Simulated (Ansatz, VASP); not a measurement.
## HfN: VASP beside Ansatz

Contents of INCAR:

```
SYSTEM = HfN
ALGO     = Normal         ! electronic algorithm
EDIFF    = 1E-7           ! SCF threshold, eV
ENCUT    = 520            ! plane-wave cutoff, eV
GGA      = PS             ! functional
ISIF     = 2              ! what is computed and relaxed
ISMEAR   = -1             ! smearing method
LASPH    = .TRUE.         ! aspherical terms in the spheres
LCHARG   = .FALSE.        ! write CHGCAR
LREAL    = .FALSE.        ! projectors in reciprocal space
LWAVE    = .FALSE.        ! write WAVECAR
NBANDS   = 14             ! bands
NELM     = 80             ! most SCF steps
PREC     = Accurate       ! precision mode
SIGMA    = 0.1            ! smearing width, eV
```

Contents of KPOINTS:

```
k-points
0
G
  10 10 10
  0 0 0
```

Contents of POSCAR:

```
HfN
1.0
    0.0000000000      2.4132068080      2.4132068080
    2.4132068080      0.0000000000      2.4132068080
    2.4132068080      2.4132068080      0.0000000000
Hf N
1 1
Direct
    0.0000000000      0.0000000000      0.0000000000
    0.7500000000      0.7500000000      0.7500000000
```

Input for Ansatz:

```yaml
crystal:
  lattice:
    - [0.0, 2.413206807998873, 2.413206807998873]
    - [2.413206807998873, 0.0, 2.413206807998873]
    - [2.413206807998873, 2.413206807998873, 0.0]
  atoms:
    - { symbol: Hf, position: [0.0, 0.0, 0.0] }
    - { symbol: "N", position: [0.75, 0.75, 0.75] }
basis:
  ecutwfc: 500.0
kpoints:
  mp_grid:
    grid: [10, 10, 10]
hamiltonian:
  xc: pbesol
scf:
  convergence:
    dr2_threshold: 1.0e-09
  occupations:
    method: fermi_dirac
    width: 0.1
output:
  stress: true
```

Alike in both runs: task single point; functional PBEsol; k mesh 10 × 10 × 10; occupations fermi-dirac, width 0.1 eV; no spin polarisation.

|  | VASP | Ansatz |
| --- | --- | --- |
| version | VASP 6.6.1 | Ansatz 0.2.0 |
| potentials or method | VASP PAW PBE potentials, release 64 (Hf_pv, N), cutoff 520 eV | plane waves, PAW |
| valence electrons in the cell | 15 | 31 |

```csv
,VASP,Ansatz,Ansatz less VASP
pressure (GPa),4.6,5.4,+0.76
```

VASP's potentials were made for PBE, not for PBEsol. The functional is the same, so the differences come from potentials, cutoffs and numerics. VASP's potentials hold 15 valence electrons a cell and Ansatz's 31, so a difference there can come from the potentials and not from the codes. Ansatz's warnings: stress scf threshold loose.

Spin-orbit coupling is off throughout.
